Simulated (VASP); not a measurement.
Here is a VASP 6.6.1 calculation.

The input POSCAR:

```
BAs
1.0
    3.3658574079      0.0000000000      0.0000000000
   -1.6829287039      2.9149180208      0.0000000000
    0.0000000000      0.0000000000      8.8836262219
B As
2 2
Direct
    0.3333333333      0.6666666667      0.2500000000
    0.6666666667      0.3333333333      0.7500000000
    0.6666666667      0.3333333333      0.2500000000
    0.3333333333      0.6666666667      0.7500000000
```

Contents of INCAR.step1:

```
SYSTEM = BAs
PREC = Accurate
ENCUT = 520
EDIFF = 1E-5
ISMEAR = 0
SIGMA = 0.01
LREAL = .FALSE.
LASPH = .TRUE.
NELM = 100
ALGO = Normal
ISIF = 2
LWAVE = .TRUE.
LCHARG = .FALSE.
GGA = PE
NBANDS = 16
```

INCAR.step2

```
SYSTEM = BAs
PREC = Accurate
ENCUT = 520
EDIFF = 1E-6
ISMEAR = 0
SIGMA = 0.01
LREAL = .FALSE.
LASPH = .TRUE.
NELM = 100
ALGO = Normal
ISIF = 2
LWAVE = .FALSE.
LCHARG = .FALSE.
GGA = PE
LHFCALC = .TRUE.
HFSCREEN = 0.2079
PRECFOCK = Normal
ISTART = 1
NBANDS = 16
```

File KPOINTS:

```
regular mesh
0
G
  6 6 2
  0 0 0
```

Potentials or basis: VASP PAW PBE potentials, release 64 (B, As).

Command:

```sh
$ cat potpaw_PBE.64/B/POTCAR potpaw_PBE.64/As/POTCAR > POTCAR
$ cp INCAR.step1 INCAR
$ mpirun -np 1 vasp_std > vasp.out
$ cp INCAR.step2 INCAR
$ mpirun -np 1 vasp_std > vasp.out
```

**Question.** Predict the band gap on the k mesh.

**Answer.** 1.14 eV, direct.

**Question.** Predict the pressure.

**Answer.** -0.2 GPa.

Stress tensor (GPa, compression positive):
```
-0.34  0.00  0.00
 0.00 -0.34  0.00
 0.00  0.00  0.22
```

Caveat: the cell differs from its parent crystal (uniaxial z strain +1.6%); the PAW data sets were made with another functional, which shifts forces and pressure a little; this functional lacks dispersion, which binds the layers, so the pressure and a relaxed spacing across them are unreliable. A k mesh can miss the band edges.
